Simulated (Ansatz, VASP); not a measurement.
Two plane-wave programs on PbS

```
Pb S
1.0
     2.06599   -5.95109    0.00000
     2.06599    5.95109    0.00000
     0.00000    0.00000    4.25060
Pb S
2 2
Direct
  0.13056 0.86944 0.25000
  0.86944 0.13056 0.75000
  0.35480 0.64520 0.25000
  0.64520 0.35480 0.75000
```

Alike in both runs: task single point; functional LDA; k mesh 7 × 7 × 6; occupations fermi-dirac, width 0.05 eV; no spin polarisation.

|  | VASP | Ansatz |
| --- | --- | --- |
| version | VASP 6.6.1 | Ansatz 0.2.0 |
| potentials or method | VASP PAW LDA potentials, release 64 (Pb_d, S) | Ansatz PAW |
| plane-wave cutoff (eV) | 520 | 420 |
| valence electrons in the cell | 40 | 40 |

Ansatz gave:

```
gap on the k mesh at the Fermi level (eV)                     : 1.07
least direct gap on the mesh (eV)                             : 1.30
pressure (GPa)                                                : -2.5
traceless stress, the component that is largest in VASP (GPa) : 0.43
rms of the force components (eV/Å)                            : 0.010
```

Question: What did VASP give for the same quantities?

Answer: gap on the k mesh at the Fermi level (eV): 1.06; least direct gap on the mesh (eV): 1.29; pressure (GPa): -2.5; traceless stress, the component that is largest in VASP (GPa): 0.40; rms of the force components (eV/Å): 0.014.

LDA's correlation is that of Perdew and Zunger in VASP and of Perdew and Wang (1992) in Ansatz. Atom by atom the forces differ by 0.005 eV/Å (rms over components).

Spin-orbit coupling is off throughout. Noted on Ansatz's run: odd divisions of the mesh miss points on the zone boundary, where band edges often lie, so the gap on the mesh can be too wide.
